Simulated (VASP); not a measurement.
# ZrTa2N4 in VASP: a series of runs

ZrTa2N4 is run at these levels: PBE; tasks: single point.

Program: VASP 6.6.1. These are calculated values, not measurements. Logs are shortened: lines on timing, memory, paths and dates and some standing lists are left out, and cuts for length are marked.

## Step 1: The cell of the first run

The typed cell holds 7 atoms: a = 3.096 Å, b = 5.334 Å, c = 5.669 Å, α = 110.42°, β = 90.01°, γ = 90.01°.

## Step 2: Single point, PBE

File INCAR:

```
SYSTEM = ZrTa2N4
ALGO = Normal ; EDIFF = 1E-7
ENCUT = 520 ; GGA = PE
ISIF = 2 ; ISMEAR = 0
LASPH = .True. ; LCHARG = .False.
LREAL = .False. ; LWAVE = .False.
NBANDS = 36 ; NELM = 100
PREC = Accurate ; SIGMA = 0.2
```

File KPOINTS:

```
k-points
0
Gamma
  8 4 4
  0 0 0
```

File POSCAR:

```
ZrTa2N4
1.0
    0.0001610963     -3.0955298719      0.0002726948
   -5.3338697094      0.0002722044      0.0027554349
    1.9754106091      0.0003820383     -5.3134412732
Zr Ta N
1 2 4
Direct
    0.4999935866      0.3143798509      0.4843336785
    1.0000255734      0.9827298244      0.9499344456
    0.4999585357      0.5243151339      0.0457380819
    0.9999785514      0.5651607095      0.7829927686
    0.5000745840      0.1082801150      0.7801444030
    0.9999692600      0.4079077500      0.2434257723
    0.4999999090      0.9272266362      0.2034298300
```

Potentials or basis: VASP PAW PBE potentials, release 64 (Zr_sv, Ta_pv, N).

Launch:

```
$ cat potpaw_PBE.64/Zr_sv/POTCAR potpaw_PBE.64/Ta_pv/POTCAR potpaw_PBE.64/N/POTCAR > POTCAR
$ mpirun -np 1 vasp_std > vasp.out
```

OUTCAR:

```text
SYSTEM = ZrTa2N4
   EDIFF = 1E-7
   ENCUT = 520
   GGA = PE
   ISIF = 2
   ISMEAR = 0
   LASPH = .True.
   LREAL = .False.
   NELM = 100
   PREC = Accurate

 ion  position               nearest neighbor table
   1  0.500  0.314  0.484-   7 2.12   6 2.23   6 2.23   5 2.30   4 2.34   4 2.34   3 2.98   3 3.06
                             2 3.31   2 3.31
   2  0.000  0.983  0.950-   5 2.05   5 2.05   4 2.09   7 2.20   7 2.20   6 2.30   3 3.10   3 3.10
                             3 3.15   3 3.15   1 3.31   1 3.31
   3  0.500  0.524  0.046-   7 2.02   6 2.13   6 2.13   5 2.20   4 2.21   4 2.21   1 2.98   1 3.06
                             2 3.10   2 3.10   2 3.15   2 3.15
   4  1.000  0.565  0.783-   2 2.09   3 2.21   3 2.21   1 2.34   1 2.34
   5  0.500  0.108  0.780-   2 2.05   2 2.05   3 2.20   1 2.30
   6  1.000  0.408  0.243-   3 2.13   3 2.13   1 2.23   1 2.23   2 2.30
   7  0.500  0.927  0.203-   3 2.02   1 2.12   2 2.20   2 2.20

  LATTYP: Found a triclinic cell.
 ALAT       =     6.1667719892
 B/A-ratio  =     0.5019692464
 C/A-ratio  =     0.9192436144
 COS(alpha) =     0.0001318298
 COS(beta)  =     0.3018920164
 COS(gamma) =     0.5018801326

  Lattice vectors:

 A1 = (  -5.3337086131,  -3.0952576675,   0.0030281297)
 A2 = (   0.0001610963,  -3.0955298719,   0.0002726948)
 A3 = (  -1.9754106091,  -0.0003820383,   5.3134412732)

Analysis of symmetry for initial positions (statically):
=====================================================================
 Subroutine PRICEL returns:
 Original cell was already a primitive cell.

 Routine SETGRP: Setting up the symmetry group for a
 triclinic supercell.

 Subroutine GETGRP returns: Found  1 space group operations
 (whereof  1 operations were pure point group operations)
 out of a pool of  2 trial point group operations.

The static configuration has the point symmetry C_1 .

Analysis of symmetry for dynamics (positions and initial velocities):
=====================================================================
 Subroutine PRICEL returns:
 Original cell was already a primitive cell.

 Routine SETGRP: Setting up the symmetry group for a
 triclinic supercell.

 Subroutine GETGRP returns: Found  1 space group operations
 (whereof  1 operations were pure point group operations)
[... 112 lines left out ...]
   EDIFF  = 0.1E-06   stopping-criterion for ELM
   LREAL  =      F    real-space projection
   EDIFFG = 0.1E-05   stopping-criterion for IOM
   NSW    =      0    number of steps for IOM
   IBRION =     -1    ionic relax: 0-MD 1-quasi-New 2-CG
   NFREE  =      0    steps in history (QN), initial steepest desc. (CG)
   ISIF   =      2    stress and relaxation
   ISYM   =      2    0-nonsym 1-usesym 2-fastsym
   POTIM  = 0.5000    time-step for ionic-motion
   TEBEG  =    0.0;   TEEND  =   0.0 temperature during run
   PSTRESS=    0.0 pullay stress
   NELECT =      54.0000    total number of electrons
   NUPDOWN=      -1.0000    fix difference up-down
   EMIN   =  10.00;   EMAX   =-10.00  energy-range for DOS
   EFERMI =   0.00;   METHOD = LEGACY
   ISMEAR =     0;   SIGMA  =   0.20  broadening in eV -4-tet -1-fermi 0-gaus
   EFERMI_NEDOS =   21; number of points for ismear=-14 and -15
   IALGO  =     38    algorithm
   IMIX   =      4    mixing-type and parameters
     AMIX     =   0.40;   BMIX     =  1.00
     AMIX_MAG =   1.60;   BMIX_MAG =  1.00
  volume/ion in A,a.u.               =      12.53        84.56
  Fermi-wavevector in a.u.,A,eV,Ry     =   1.392674  2.631772 26.389055  1.939541
  Thomas-Fermi vector in A             =   2.516394
   LORBIT       =      0    0 simple, 1 ext, 2 COOP (PROOUT), +10 PAW based schemes
   GGA     = PE    functional components
   LHFCALC =     F    Hartree Fock is set to
   AEXX    =    0.0000 exact exchange contribution
   IVDW    =     0    specifies the selected vdW correction
   LEPSILON=     F    determine dielectric tensor
   LRPA    =     F    only Hartree local field effects (RPA)
 non-spin polarized calculation
 Gauss-broadening in eV      SIGMA  =   0.20
  energy-cutoff  :      520.00
  volume of cell :       87.71
 maximum number of plane-waves:      2392
   NGX = 11   NGY = 19   NGZ = 21

 number of electron      54.0000002 magnetization

 Free energy of the ion-electron system (eV)
  ---------------------------------------------------
  ext. energy  EPLUGINS =         0.00000000
  ---------------------------------------------------
  free energy    TOTEN  =       -73.73679943 eV

  energy without entropy =      -73.70432585  energy(sigma->0) =      -73.72056264

 E-fermi :   7.3549     XC(G=0): -11.7280

 val. band max:        7.2928875185   @ k =   0.0000   0.0000   0.5000
 cond. band min:       7.4018888134   @ k =   0.3750   0.5000   0.0000
 fundamental gap:      0.1090012949
 Fermi energy:         7.3549265210

 k-point     1 :       0.0000    0.0000    0.0000
  band No.  band energies     occupation
      1     -42.1682      2.00000
      2     -28.7897      2.00000
      3     -28.5241      2.00000
      4     -28.3588      2.00000
      5     -28.2143      2.00000
      6     -28.1537      2.00000
[... 925 lines left out ...]
     35      11.6634      0.00000
     36      11.8802      0.00000

 [... further k-points ...]

------------------------ aborting loop because EDIFF is reached ----------------------------------------

  FORCE on cell =-STRESS in cart. coord.  units (eV):
  Direction    XX          YY          ZZ          XY          YZ          ZX
  --------------------------------------------------------------------------------------
  -------------------------------------------------------------------------------------
  Total        0.2776402      0.2176128      0.1959862      0.0049306      0.0124723      0.0343907
  in kB        5.0713432      3.9748913      3.5798613      0.0900623      0.2278183      0.6281759
  external PRESSURE =       4.2086986 kB  Pullay stress =       0.0000000 kB

 VOLUME and BASIS-vectors are now :
 -----------------------------------------------------------------------------
  energy-cutoff  :      520.00
  volume of cell :       87.71
      direct lattice vectors                 reciprocal lattice vectors
     0.000161096 -3.095529872  0.000272695    -0.000016501 -0.323046474 -0.000029362
    -5.333869709  0.000272204  0.002755435    -0.187517160 -0.000015900 -0.069714404
     1.975410609  0.000382038 -5.313441273    -0.000097243 -0.000016588 -0.188238102

 POSITION                                       TOTAL-FORCE (eV/Angst)
 -----------------------------------------------------------------------------------
     -0.72002     -1.54747     -2.57248        -0.006797     -0.000076     -0.017448
     -3.36524      0.00055     -5.04471         0.008236      0.000040     -0.017514
     -2.70620     -1.54748     -0.24145         0.012319     -0.001607     -0.000436
     -1.46760     -3.09501     -4.15856         0.001937     -0.000027      0.035064
      0.96363     -1.54767     -4.14482        -0.000536      0.004146      0.061859
     -1.69470     -3.09523     -1.29203         0.011193     -0.001664     -0.019369
     -4.54377     -1.54743     -1.07822        -0.026352     -0.000812     -0.042156
 -----------------------------------------------------------------------------------
    total drift:                               -0.000149     -0.000009      0.000231

  FREE ENERGIE OF THE ION-ELECTRON SYSTEM (eV)
  ---------------------------------------------------
  free  energy   TOTEN  =       -73.7367994264 eV

  energy  without entropy=      -73.7043258493  energy(sigma->0) =      -73.72056264
```

OSZICAR:

```text
N       E                     dE             d eps       ncg     rms          rms(c)
DAV:   1     0.500751010477E+03    0.50075E+03   -0.29078E+04  4896   0.153E+03
DAV:   2    -0.489666081995E+02   -0.54972E+03   -0.53454E+03  5800   0.445E+02
DAV:   3    -0.860738860575E+02   -0.37107E+02   -0.36740E+02  6820   0.109E+02
DAV:   4    -0.877573804927E+02   -0.16835E+01   -0.16777E+01  7552   0.179E+01
DAV:   5    -0.878223601846E+02   -0.64980E-01   -0.64972E-01  6588   0.230E+00    0.435E+01
DAV:   6    -0.741757166097E+02    0.13647E+02   -0.84871E+01  5868   0.431E+01    0.173E+01
DAV:   7    -0.738320776960E+02    0.34364E+00   -0.58431E+00  6912   0.112E+01    0.115E+01
DAV:   8    -0.737709075648E+02    0.61170E-01   -0.89726E-01  6152   0.506E+00    0.126E+00
DAV:   9    -0.737361952644E+02    0.34712E-01   -0.17369E-01  6316   0.192E+00    0.590E-01
DAV:  10    -0.737365900368E+02   -0.39477E-03   -0.27147E-02  6584   0.743E-01    0.356E-01
DAV:  11    -0.737366006170E+02   -0.10580E-04   -0.28143E-03  6828   0.334E-01    0.157E-01
DAV:  12    -0.737367893403E+02   -0.18872E-03   -0.79902E-04  6560   0.154E-01    0.452E-02
DAV:  13    -0.737367913544E+02   -0.20141E-05   -0.91921E-05  6808   0.557E-02    0.241E-02
DAV:  14    -0.737367957420E+02   -0.43876E-05   -0.21813E-05  6720   0.254E-02    0.732E-03
DAV:  15    -0.737367991523E+02   -0.34103E-05   -0.45184E-06  5500   0.113E-02    0.256E-03
DAV:  16    -0.737367994367E+02   -0.28445E-06   -0.48327E-07  5632   0.374E-03    0.169E-03
DAV:  17    -0.737367994264E+02    0.10395E-07   -0.19830E-07  4576   0.236E-03
   1 F= -.73736799E+02 E0= -.73720563E+02  d E =-.324736E-01
```

Wall time 2.5 min (1 thread of AMD EPYC 9R45 (Zen 5), shared host); peak memory 0.3 GiB.

What came out:

```yaml
Free_energy: -73.7368 eV
Pressure: 0.4 GPa
Largest_force: 0.062 eV/Å
Band_gap_on_the_k_mesh: zero (band 27 reaches 8.25 eV, above the bottom of band 28 at 6.48 eV)
```

Forces on the atoms (eV/Å):
```
Zr  -0.007  0.000 -0.017
Ta   0.008  0.000 -0.018
Ta   0.012 -0.002  0.000
N    0.002  0.000  0.035
N   -0.001  0.004  0.062
N    0.011 -0.002 -0.019
N   -0.026 -0.001 -0.042
```

Caveat: spin-orbit coupling is left out, which moves the levels of the heavy elements.

(Continued in part 2 of 2.)
